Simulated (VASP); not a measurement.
Crystal: WS2.

```xyz
6
Lattice="3.1699 0.0000 0.0000 -1.5850 2.7452 0.0000 0.0000 0.0000 12.4912" Properties=species:S:1:pos:R:3 pbc="T T T"
W     0.0000    1.8302    9.3671
W     1.5850    0.9151    3.1241
S     0.0000    1.8302    1.5614
S     1.5850    0.9151    7.8044
S     0.0000    1.8302    4.6868
S     1.5850    0.9151   10.9298
```

Base run:

```yaml
Program: VASP 6.6.1
Functional: r2SCAN
Potentials_or_basis: VASP PAW PBE potentials, release 64 (W_sv, S)
Cutoff: 520 eV
k_mesh: 12 × 12 × 2
Occupations: gaussian, width 0.01 eV
Spin: no spin polarisation
```

Its results: band gap on the k mesh 1.17 eV, indirect (least direct gap 1.90 eV); pressure 1.4 GPa; largest force 0.030 eV/Å.

The run is repeated on the same cell with these changes: functional from r2SCAN to PBE. What comes out?

Band gap on the k mesh 1.06 eV, indirect (least direct gap 1.78 eV); pressure 3.2 GPa; largest force 0.199 eV/Å.

r2SCAN gives the wider gap, since meta-GGAs in the generalised Kohn-Sham scheme recover part of the derivative discontinuity.

Caveats: spin-orbit coupling is left out, which moves the levels of the heavy elements; the PAW data sets were made with another functional, which shifts forces and pressure a little (some runs); this functional lacks dispersion, which binds the layers, so the pressure and a relaxed spacing across them are unreliable (some runs).

A k mesh can miss the band edges.
